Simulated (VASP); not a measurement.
# ScPb (P6/mmm) in VASP: notebook, part 2 of 2

VASP 6.6.1. Earlier steps stand in the parts before.

**4. Single point, PBE, non-collinear spin, zero start, spin-orbit coupling**

Input file INCAR:

```
  ALGO = Fast
  EDIFF = 1E-6
  ENCUT = 520
  GGA = PE
  GGA_COMPAT = F
  ISIF = 2
  ISMEAR = 1
  LASPH = T
  LCHARG = T
  LMAXMIX = 4
  LNONCOLLINEAR = T
  LORBIT = 11
  LORBMOM = T
  LREAL = F
  LSORBIT = T
  LVHAR = T
  LWAVE = F
  MAGMOM = 0 0 0 0 0 0
  NBANDS = 37
  NELM = 150
  PREC = Accurate
  SIGMA = 0.05
```

Input file KPOINTS:

```
k-points
0
Gamma
  11 11 5
```

Input file POSCAR:

```
ScPb
1.0
    3.0020731400      0.0000000000      0.0000000000
   -1.5010365700      2.5998716000      0.0000000000
    0.0000000000      0.0000000000      7.0781370800
Sc Pb
1 1
Direct
    0.0000000000      0.0000000000      0.5000000000
    0.0000000000      0.0000000000      0.0000000000
```

Potentials or basis: VASP PAW PBE potentials, release 64 (Sc_sv, Pb_d).

The run is started by

```bash
> cat potpaw_PBE.64/Sc_sv/POTCAR potpaw_PBE.64/Pb_d/POTCAR > POTCAR
> mpirun -np 1 vasp_ncl > vasp.out
```

OUTCAR:

```text
EDIFF = 1E-6
   ENCUT = 520
   GGA = PE
   ISIF = 2
   ISMEAR = 1
   LASPH = T
   LNONCOLLINEAR = T
   LORBIT = 11
   LREAL = F
   LSORBIT = T
   NELM = 150
   PREC = Accurate

 ion  position               nearest neighbor table
   1  0.000  0.000  0.500-   2 3.54   2 3.54
   2  0.000  0.000  0.000-   1 3.54   1 3.54

  LATTYP: Found a hexagonal cell.
 ALAT       =     3.0020731400
 C/A-ratio  =     2.3577497116

  Lattice vectors:

 A1 = (   3.0020731400,   0.0000000000,   0.0000000000)
 A2 = (  -1.5010365700,   2.5998716000,   0.0000000000)
 A3 = (   0.0000000000,   0.0000000000,   7.0781370800)

[... 1253 lines left out ...]
    -0.0537625    -0.0133572     0.0000000    -0.0133572     0.0000000
 l=   3
     0.0000000     0.0000000     0.0000000     0.0000000     0.0000000     0.0000000     0.0000000
     0.0000000     0.0000000     0.0000000     0.0000000     0.0000000     0.0000000     0.0000000
     0.0000000     0.0000000     0.0000000     0.0000000     0.0000000     0.0000000     0.0000000
     0.0000000     0.0000000     0.0000000     0.0000000     0.0000000     0.0000000     0.0000000
     0.0000000     0.0000000     0.0000000     0.0000000     0.0000000     0.0000000     0.0000000
     0.0000000     0.0000000     0.0000000     0.0000000     0.0000000     0.0000000     0.0000000
     0.0000000     0.0000000     0.0000000     0.0000000     0.0000000     0.0000000     0.0000000

 total charge

# of ion       s       p       d       tot
------------------------------------------
    1        2.308   6.054   1.126   9.487
    2        1.380   0.915   9.830  12.124
--------------------------------------------------
tot          3.688   6.969  10.955  21.612

 magnetization (x)

# of ion       s       p       d       tot
------------------------------------------
    1       -0.000  -0.000   0.000   0.000
    2        0.000   0.000  -0.000   0.000
--------------------------------------------------
tot         -0.000   0.000   0.000   0.000

 magnetization (y)

# of ion       s       p       d       tot
------------------------------------------
    1       -0.000  -0.000   0.000  -0.000
    2        0.000   0.000   0.000   0.000
--------------------------------------------------
tot          0.000   0.000   0.000   0.000

 magnetization (z)

# of ion       s       p       d       tot
------------------------------------------
    1        0.000   0.000  -0.000  -0.000
    2       -0.000   0.000  -0.000  -0.000
--------------------------------------------------
tot          0.000   0.000  -0.000  -0.000
```

OSZICAR:

```text
N       E                     dE             d eps       ncg     rms          rms(c)
DAV:   1     0.382807102912E+03    0.38281E+03   -0.11470E+04  3552   0.154E+03
DAV:   2     0.284473590420E+02   -0.35436E+03   -0.34743E+03  3712   0.533E+02
DAV:   3    -0.756303058656E+01   -0.36010E+02   -0.34778E+02  4552   0.225E+02
DAV:   4    -0.939106267268E+01   -0.18280E+01   -0.17999E+01  5432   0.506E+01
DAV:   5    -0.945288695727E+01   -0.61824E-01   -0.61755E-01  5561   0.927E+00    0.509E+00
RMM:   6    -0.909136760334E+01    0.36152E+00   -0.66879E-01  3827   0.921E+00    0.178E+00
RMM:   7    -0.901205494916E+01    0.79313E-01   -0.30114E-01  4596   0.416E+00    0.904E-01
RMM:   8    -0.899718172826E+01    0.14873E-01   -0.81200E-02  4994   0.232E+00    0.346E-01
RMM:   9    -0.899617844490E+01    0.10033E-02   -0.16290E-02  5328   0.143E+00    0.150E-01
RMM:  10    -0.899660051615E+01   -0.42207E-03   -0.53303E-03  6007   0.550E-01    0.581E-02
RMM:  11    -0.899668449917E+01   -0.83983E-04   -0.90916E-04  5978   0.274E-01    0.215E-02
RMM:  12    -0.899671817278E+01   -0.33674E-04   -0.41435E-04  6123   0.124E-01    0.123E-02
RMM:  13    -0.899672309686E+01   -0.49241E-05   -0.10630E-04  5709   0.785E-02    0.534E-03
RMM:  14    -0.899673055604E+01   -0.74592E-05   -0.82682E-05  4914   0.426E-02    0.250E-03
RMM:  15    -0.899673149822E+01   -0.94219E-06   -0.16975E-05  4397   0.314E-02    0.105E-03
RMM:  16    -0.899673248387E+01   -0.98565E-06   -0.12102E-05  4153   0.194E-02    0.476E-04
RMM:  17    -0.899673276653E+01   -0.28266E-06   -0.40103E-06  3889   0.150E-02
   1 F= -.89967328E+01 E0= -.89967055E+01  d E =-.817871E-04  mag=    -0.0000     0.0000     0.0000
```

Wall time 2.6 min (1 thread of Intel Xeon 6975P-C (Granite Rapids), shared host); peak memory 0.38 GiB.

What came out:

```yaml
Free_energy: -8.9967 eV
Pressure: 9.3 GPa
Net_moment: 0.00 μB per cell
Valence_electrons_inside_the_program's_atomic_spheres: Sc 9.49; Pb 12.12
```

Moments on the atoms (μB; x, y, z):
```
Sc  0.00 0.00 0.00
Pb  0.00 0.00 0.00
```

Caveat: the stress differs along the axes, from -8 to 18 GPa.

**5. Overview**

```csv
k mesh,pressure (GPa),moment (μB)
7 × 7 × 3,10.0,0.00
9 × 9 × 4,9.6,0.00
11 × 11 × 5,9.3,0.00
```

Alike in all rows: task single point; level PBE; potentials or basis VASP PAW PBE potentials, release 64 (Sc_sv, Pb_d); spin non-collinear, zero start, SOC; cell as given; cutoff (eV) 520; smearing methfessel-paxton 0.05 eV.

Caveats: the stress differs along the axes, from -9 to 20 GPa (at least some runs); the stress differs along the axes, from -8 to 19 GPa (at least some runs); the stress differs along the axes, from -8 to 18 GPa (at least some runs).

Total energies depend on the potentials used, so only differences within one code and one set of settings carry meaning.
